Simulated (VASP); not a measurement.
Wanted: the native input for a VASP 6.6.1 run.

| Property | Result |
| --- | --- |
| Task | single point |
| Functional | PBE |
| Potentials or basis | VASP PAW PBE potentials, release 64 (V_sv) |
| Cutoff | 520 eV |
| k mesh | 16 × 16 × 8 |
| Occupations | fermi-dirac, width 0.05 eV |
| Spin | collinear spin, ferromagnetic start |
| Starting moments | [1.0, 1.0] μB |
| Dipole correction | no |
| Further INCAR settings | ALGO = Normal; EDIFF = 1e-06; NBANDS = 24 |

The structure of V lies in POSCAR:

```
V
1.0
   -1.7855242648      1.7852619437      1.2404619013
    1.7852619437     -1.7855242648      1.2404619013
    3.2007194549      3.2007194549     -1.2409423428
V
2
Direct
    0.9999121443      0.0000878557      1.0000000000
    0.7500878557      0.2499121443      0.5000000000
```

These files were run (other wordings do the same):

INCAR

```
  ALGO = Normal
  EDIFF = 1E-6
  ENCUT = 520
  GGA = PE
  ISIF = 2
  ISMEAR = -1
  ISPIN = 2
  LASPH = True
  LCHARG = False
  LMAXMIX = 4
  LORBIT = 11
  LREAL = False
  LWAVE = False
  MAGMOM = 1 1
  NBANDS = 24
  NELM = 150
  PREC = Accurate
  SIGMA = 0.05
```

KPOINTS

```
k-points
0
Gamma
  16 16 8
```

Potentials or basis: VASP PAW PBE potentials, release 64 (V_sv).

The run is started by

```bash
$ cat potpaw_PBE.64/V_sv/POTCAR > POTCAR
$ mpirun -np 1 vasp_std > vasp.out
```

Results of the run:

```
Pressure                                              : -6.3 GPa
Band gap on the k mesh                                : zero (filled and empty bands overlap)
Net moment                                            : 0.00 μB per cell
Valence electrons inside the program's atomic spheres : V 11.59
```

Caveat: the cell stands under tension; the moments typed at the start vanished in this run.

Wall time 25 min on 1 thread of Oxide Virtual Turin-like Processor (shared host), peak memory 0.53 GiB.
